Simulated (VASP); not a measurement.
Crystal: Li3H8.

```
Li H
1.0
     4.21776    0.00000    0.00000
    -2.10888    3.65269    0.00000
     0.00000    0.00000    5.71124
Li H
3 8
Direct
  0.33333 0.66667 0.80955
  0.66667 0.33333 0.19045
  0.00000 0.00000 0.50000
  0.70781 0.00000 0.00000
  0.00000 0.70781 0.00000
  0.29219 0.29219 0.00000
  0.29219 0.00000 0.00000
  0.00000 0.29219 0.00000
  0.70781 0.70781 0.00000
  0.33333 0.66667 0.40336
  0.66667 0.33333 0.59664
```

The cell was generated, and may not be a known phase.

```yaml
Program: VASP 6.6.1
Task: relaxation of cell and atoms
Functional: PBE
Potentials_or_basis: VASP PAW PBE potentials, release 64 (Li_sv, H)
Cutoff: 600 eV
k_mesh: 6 × 6 × 4
Occupations: gaussian, width 0.1 eV
Spin: no spin polarisation
```

At the start: pressure -3.1 GPa; volume 8.00 Å³/atom.

Question: How do energy, volume and symmetry change on relaxing?

Answer: Over 18 steps the energy falls by 94.5 meV/atom and the volume is 7.95 Å³/atom (-0.6 %); space group P-3m1 (No. 164, to 0.1 Å) before and after.

Step by step:
| step | energy change (eV) | largest force (eV/Å) | pressure (GPa) | volume (Å³) |
| --- | --- | --- | --- | --- |
| 1 | 0.0000 | 1.1344 | -3.07 | 87.99 |
| 2 | -0.2652 | 0.9905 | -2.49 | 86.04 |
| 3 | -0.6168 | 0.4818 | 0.83 | 80.30 |
| 4 | -0.6968 | 0.3518 | 0.11 | 80.32 |
| 5 | -0.7822 | 0.1354 | -1.42 | 80.36 |
| 6 | -0.8242 | 0.2235 | -0.82 | 78.59 |
| 7 | -0.8816 | 0.1896 | 2.35 | 73.38 |
| 8 | -0.8873 | 0.2552 | 0.97 | 75.15 |
| 9 | -0.8896 | 0.2341 | 1.43 | 74.53 |
| 10 | -0.9121 | 0.0924 | 2.53 | 74.23 |
| 11 | -0.9129 | 0.0767 | 2.85 | 74.15 |
| 12 | -0.9489 | 0.0546 | 2.24 | 76.20 |
| 13 | -1.0073 | 0.1253 | 0.92 | 82.54 |
| 14 | -1.0110 | 0.1442 | 0.61 | 84.78 |
| 15 | -1.0226 | 0.1253 | -0.51 | 86.89 |
| 16 | -1.0229 | 0.1278 | -0.35 | 86.59 |
| 17 | -1.0328 | 0.0717 | -0.19 | 86.91 |
| 18 | -1.0400 | 0.0377 | 0.12 | 87.43 |

Final structure:
```cif
data_structure
_symmetry_space_group_name_H-M 'P 1'
_symmetry_Int_Tables_number 1
_cell_length_a 3.9185
_cell_length_b 3.9185
_cell_length_c 6.5747
_cell_angle_alpha 90.000
_cell_angle_beta 90.000
_cell_angle_gamma 120.000
_cell_volume 87.43
loop_
_atom_site_label
_atom_site_type_symbol
_atom_site_fract_x
_atom_site_fract_y
_atom_site_fract_z
_atom_site_occupancy
Li1 Li 0.33333 0.66667 0.68416 1
Li2 Li 0.66667 0.33333 0.31584 1
Li3 Li 0.00000 0.00000 0.50000 1
H1 H 0.74560 0.00000 0.00000 1
H2 H 0.00000 0.74560 0.00000 1
H3 H 0.25440 0.25440 0.00000 1
H4 H 0.25440 0.00000 0.00000 1
H5 H 0.00000 0.25440 0.00000 1
H6 H 0.74560 0.74560 0.00000 1
H7 H 0.33333 0.66667 0.38422 1
H8 H 0.66667 0.33333 0.61578 1
```

Caveat: the cutoff is under 1.25 times the usual one of these potentials, so pressure, stress and relaxed cells hold a basis-set (Pulay) error; a cell axis changed by over 15 % at a fixed basis, so the end point is rough; an odd number of electrons without spin polarisation forces a metal; a magnetic or distorted state may lie lower.
